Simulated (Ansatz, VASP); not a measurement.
**One calculation of Re, two programs**

The input INCAR:

```
SYSTEM = Re
ALGO     = Fast           ! electronic algorithm
EDIFF    = 1E-6           ! SCF threshold, eV
ENCUT    = 520            ! plane-wave cutoff, eV
GGA      = PE             ! functional
ISIF     = 2              ! what is computed and relaxed
ISMEAR   = 0              ! smearing method
LASPH    = .True.         ! aspherical terms in the spheres
LCHARG   = .True.         ! write CHGCAR
LELF     = .True.         ! ELF
LREAL    = .False.        ! projectors in reciprocal space
LVHAR    = .True.       
LWAVE    = .False.        ! write WAVECAR
NBANDS   = 10             ! bands
NELM     = 60             ! most SCF steps
PREC     = Accurate       ! precision mode
SIGMA    = 0.15           ! smearing width, eV
```

KPOINTS

```
k-points
0
Gamma
  10 10 10
  0 0 0
```

File POSCAR:

```
Re
1.0
    0.0000000000      2.0126505632      1.9116155050
    2.0126505632      0.0000000000      1.9116155050
    2.0126505632      2.0126505632      0.0000000000
Re
1
Direct
    0.0000000000      0.0000000000      0.0000000000
```

Input for Ansatz:

```yaml
crystal:
  lattice:
    - [0.0, 2.0126505632, 1.911615505]
    - [2.0126505632, 0.0, 1.911615505]
    - [2.0126505632, 2.0126505632, 0.0]
  atoms:
    - { symbol: Re, position: [0.0, 0.0, 0.0] }
basis:
  ecutwfc: 420
kpoints:
  mp_grid: { grid: [10, 10, 10] }
hamiltonian:
  xc: pbe
scf:
  occupations: { method: gaussian, width: 0.15 }
output:
  forces: true
  stress: true
  eigenvalues: true
```

Alike in both runs: task single point; functional PBE; k mesh 10 × 10 × 10; occupations gaussian, width 0.15 eV; no spin polarisation.

```csv
,VASP,Ansatz
version,VASP 6.6.1,Ansatz 0.2.0
potentials or method,"VASP PAW PBE potentials, release 64 (Re), cutoff 520 eV","scalar-relativistic, plane waves, PAW"
valence electrons in the cell,7,15
```

|  | VASP | Ansatz | Ansatz less VASP |
| --- | --- | --- | --- |
| gap on the k mesh at the Fermi level (eV) | none | none | - |
| pressure (GPa) | -11.4 | -10.7 | +0.72 |
| traceless stress, the component that is largest in VASP (GPa) | 8.93 | 9.01 | +0.082 |

A gap of «none» marks a metal or a gap that the smearing closes. The functional is the same, so the differences come from potentials, cutoffs and numerics. VASP's potentials hold 7 valence electrons a cell and Ansatz's 15, so a difference there can come from the potentials and not from the codes.

Neither program's run includes spin-orbit coupling.
